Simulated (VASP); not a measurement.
# AlN (P4/mmm) in VASP: relaxation of cell and atoms with PBE

Aim: the relaxation of cell and atoms of AlN with PBE.

Program: VASP 6.6.1. These are calculated values, not measurements. Logs are shortened: lines on timing, memory, paths and dates and some standing lists are left out, and cuts for length are marked.

## Step 1: The cell of the first run

The structure is tetragonal, space group P4/mmm (No. 123). The conventional cell has a = 2.692 Å, b = 2.692 Å, c = 4.524 Å, α = 90.00°, β = 90.00°, γ = 90.00°. Al (site symmetry 4/mmm) has 4 N at 1.90 Å within 2.5 Å. N (site symmetry 4/mmm) has 4 Al at 1.90 Å within 2.5 Å.

The cell was generated, and may not be a known phase.

## Step 2: Relaxation of cell and atoms, PBE

Contents of INCAR:

```
SYSTEM = AlN
ALGO = Normal
EDIFF = 1E-7
EDIFFG = -0.01
ENCUT = 1330
GGA = PE
GGA_COMPAT = .False.
IBRION = 2
ISIF = 3
ISMEAR = 0
LASPH = .True.
LCHARG = .False.
LREAL = .False.
LWAVE = .False.
NELM = 120
NELMIN = 4
NSW = 100
PREC = Accurate
SIGMA = 0.02
```

Contents of KPOINTS:

```
k-points
0
Gamma
  10 10 6
  0 0 0
```

Contents of POSCAR:

```
AlN
1.0
    2.6924269561      0.0000000000      0.0000000000
    0.0000000000      2.6924269561      0.0000000000
    0.0000000000      0.0000000000      4.5240706379
Al N
1 1
Direct
    0.5000000000      0.5000000000      0.0000000000
    0.0000000000      0.0000000000      0.0000000000
```

Potentials or basis: VASP PAW PBE potentials, release 64 (Al, N_h).

On the command line:

```console
$ cat potpaw_PBE.64/Al/POTCAR potpaw_PBE.64/N_h/POTCAR > POTCAR
$ mpirun -np 1 vasp_std > vasp.out
```

OUTCAR:

```text
SYSTEM = AlN
   EDIFF = 1E-7
   EDIFFG = -0.01
   ENCUT = 1330
   GGA = PE
   IBRION = 2
   ISIF = 3
   ISMEAR = 0
   LASPH = .True.
   LREAL = .False.
   NELM = 120
   NELMIN = 4
   NSW = 100
   PREC = Accurate

 ion  position               nearest neighbor table
   1  0.500  0.500  0.000-   2 1.90   2 1.90   2 1.90   2 1.90
   2  0.000  0.000  0.000-   1 1.90   1 1.90   1 1.90   1 1.90

  LATTYP: Found a simple tetragonal cell.
 ALAT       =     2.6924269561
 C/A-ratio  =     1.6802946604

  Lattice vectors:

 A1 = (   2.6924269561,   0.0000000000,   0.0000000000)
 A2 = (   0.0000000000,   2.6924269561,   0.0000000000)
 A3 = (   0.0000000000,   0.0000000000,   4.5240706379)

Analysis of symmetry for initial positions (statically):
=====================================================================
 Subroutine PRICEL returns:
 Original cell was already a primitive cell.

 Routine SETGRP: Setting up the symmetry group for a
 simple tetragonal supercell.

 Subroutine GETGRP returns: Found 16 space group operations
 (whereof 16 operations were pure point group operations)
 out of a pool of 16 trial point group operations.

The static configuration has the point symmetry D_4h.

Analysis of symmetry for dynamics (positions and initial velocities):
=====================================================================
 Subroutine PRICEL returns:
 Original cell was already a primitive cell.

 Routine SETGRP: Setting up the symmetry group for a
 simple tetragonal supercell.

 Subroutine GETGRP returns: Found 16 space group operations
 (whereof 16 operations were pure point group operations)
 out of a pool of 16 trial point group operations.

The dynamic configuration has the point symmetry D_4h.

 Subroutine INISYM returns: Found 16 space group operations
 (whereof 16 operations are pure point group operations),
 and found     1 'primitive' translations

----------------------------------------------------------------------------------------

                                     Primitive cell

  volume of cell :      32.7957

  direct lattice vectors                    reciprocal lattice vectors
     2.692426956  0.000000000  0.000000000     0.371412119  0.000000000  0.000000000
     0.000000000  2.692426956  0.000000000     0.000000000  0.371412119  0.000000000
     0.000000000  0.000000000  4.524070638     0.000000000  0.000000000  0.221039873

  length of vectors
     2.692426956  2.692426956  4.524070638     0.371412119  0.371412119  0.221039873

  position of ions in fractional coordinates (direct lattice)
     0.500000000  0.500000000  0.000000000
     0.000000000  0.000000000  0.000000000

  ion indices of the primitive-cell ions
   primitive index   ion index
                 1           1
                 2           2

[... 99 lines left out ...]
   IVDW    =     0    specifies the selected vdW correction
   LEPSILON=     F    determine dielectric tensor
   LRPA    =     F    only Hartree local field effects (RPA)
 conjugate gradient relaxation of ions
 non-spin polarized calculation
 Gauss-broadening in eV      SIGMA  =   0.02
  energy-cutoff  :     1330.00
  volume of cell :       32.80
 maximum number of plane-waves:      3648
   NGX = 17   NGY = 17   NGZ = 27

--------------------------------------- Ionic step        1  -------------------------------------------

 number of electron       8.0000000 magnetization

 Free energy of the ion-electron system (eV)
  ---------------------------------------------------
  ext. energy  EPLUGINS =         0.00000000
  ---------------------------------------------------
  free energy    TOTEN  =       -13.45898435 eV

  energy without entropy =      -13.45898435  energy(sigma->0) =      -13.45898435

------------------------ aborting loop because EDIFF is reached ----------------------------------------

  FORCE on cell =-STRESS in cart. coord.  units (eV):
  Direction    XX          YY          ZZ          XY          YZ          ZX
  --------------------------------------------------------------------------------------
  -------------------------------------------------------------------------------------
  Total       -0.0465560     -0.0465560      0.0447420      0.0000000      0.0000000      0.0000000
  in kB       -2.2744114     -2.2744114      2.1857907      0.0000000      0.0000000      0.0000000
  external PRESSURE =      -0.7876774 kB  Pullay stress =       0.0000000 kB
[... 89 lines left out ...]
  FREE ENERGIE OF THE ION-ELECTRON SYSTEM (eV)
  ---------------------------------------------------
  free  energy   TOTEN  =       -13.4590255384 eV

  energy  without entropy=      -13.4590255384  energy(sigma->0) =      -13.45902554

 E-fermi :   3.3112     XC(G=0):  -8.0966

 val. band max:        3.2096831364   @ k =   0.5000   0.5000   0.0000
 cond. band min:       4.0198532170   @ k =   0.0000   0.0000   0.0000
 fundamental gap:      0.8101700806
 Fermi energy:         3.3112472081

 k-point     1 :       0.0000    0.0000    0.0000
  band No.  band energies     occupation
      1     -12.5579      2.00000
      2      -0.5770      2.00000
      3       2.2281      2.00000
      4       2.2281      2.00000
      5       4.0199      0.00000
      6      11.3710      0.00000
      7      11.4052      0.00000
      8      11.7835      0.00000
[... 243 lines left out ...]
 k-point    24 :       0.2000    0.0000    0.1667
  band No.  band energies     occupation
      1     -12.0217      2.00000
      2      -0.4598      2.00000
      3      -0.1780      2.00000
      4       2.3695      2.00000
      5       5.5568      0.00000
      6       9.9222      0.00000
      7      12.4820      0.00000
      8      13.8308      0.00000

 [... further k-points ...]

[... ionic steps 4 to 7 ...]

--------------------------------------- Ionic step        8  -------------------------------------------

 number of electron       8.0000000 magnetization

------------------------ aborting loop because EDIFF is reached ----------------------------------------
[... 67 lines left out ...]
--------------------------------------- Ionic step       10  -------------------------------------------

 number of electron       8.0000000 magnetization

 Free energy of the ion-electron system (eV)
  ---------------------------------------------------
  ext. energy  EPLUGINS =         0.00000000
  ---------------------------------------------------
  free energy    TOTEN  =       -13.46031462 eV

  energy without entropy =      -13.46031462  energy(sigma->0) =      -13.46031462

 E-fermi :   3.1301     XC(G=0):  -7.9008

 val. band max:        2.9635574468   @ k =   0.5000   0.5000   0.0000
 cond. band min:       3.8376949957   @ k =   0.0000   0.0000   0.0000
 fundamental gap:      0.8741375490
 Fermi energy:         3.1300601760

 k-point     1 :       0.0000    0.0000    0.0000
  band No.  band energies     occupation
      1     -12.7854      2.00000
      2      -0.8765      2.00000
      3       2.0006      2.00000
      4       2.0006      2.00000
      5       3.8377      0.00000
      6      10.8984      0.00000
      7      10.9652      0.00000
      8      11.5639      0.00000
[... 282 lines left out ...]
  FREE ENERGIE OF THE ION-ELECTRON SYSTEM (eV)
  ---------------------------------------------------
  free  energy   TOTEN  =       -13.4603146184 eV

  energy  without entropy=      -13.4603146184  energy(sigma->0) =      -13.46031462

 reached required accuracy - stopping structural energy minimisation
```

CONTCAR:

```text
AlN
   1.00000000000000
     2.6913678284134410    0.0000000000000000   -0.0000000000000001
    -0.0000000000000000    2.6913678284134410   -0.0000000000000001
     0.0000000000000000   -0.0000000000000001    4.8198734255680433
  Al              N
     1     1
Direct
     0.5000000000000000    0.5000000000000000    0.0000000000000000
     1.0000000000000000    0.0000000000000000    0.0000000000000000

  0.00000000E+00  0.00000000E+00  0.00000000E+00
  0.00000000E+00  0.00000000E+00  0.00000000E+00
```

Wall time 7 min (1 thread of AMD EPYC 7R43 (Zen 3), shared host); peak memory 0.25 GiB.

Results:

* Free energy: -13.4603 eV
* Relaxed volume: 17.46 Å³/atom
* Relaxed cell: a = 2.691 Å, b = 2.691 Å, c = 4.820 Å, α = 90.00°, β = 90.00°, γ = 90.00°
* Space group after relaxing (to 0.1 Å): P4/mmm (No. 123)
* Energy gained by relaxing: 0.7 meV/atom
* Ionic steps: 10
* Pressure after relaxing: 0.0 GPa
* Band gap on the k mesh: 0.87 eV (least direct gap 1.84 eV)

The path:
```
step  energy change (eV)  largest force (eV/Å)  pressure (GPa)  volume (Å³)
   1              0.0000                0.0000           -0.08        32.80
   2              0.0000                0.0000            0.34        32.76
   3              0.0000                0.0000            0.14        32.78
   4             -0.0001                0.0000            0.14        32.82
   5             -0.0003                0.0000            0.11        32.96
   6             -0.0005                0.0000            0.07        33.23
   7             -0.0010                0.0000           -0.01        33.78
   8             -0.0013                0.0000           -0.16        34.88
   9             -0.0013                0.0000            0.21        34.94
  10             -0.0013                0.0000            0.03        34.91
```

Final structure:
```yaml
crystal:
  lattice:
    - [2.69137, 0.00000, 0.00000]
    - [0.00000, 2.69137, 0.00000]
    - [0.00000, 0.00000, 4.81987]
  atoms:
    - { symbol: Al, position: [0.50000, 0.50000, 0.00000] }
    - { symbol: N, position: [0.00000, 0.00000, 0.00000] }
```

A k mesh can miss the band edges.
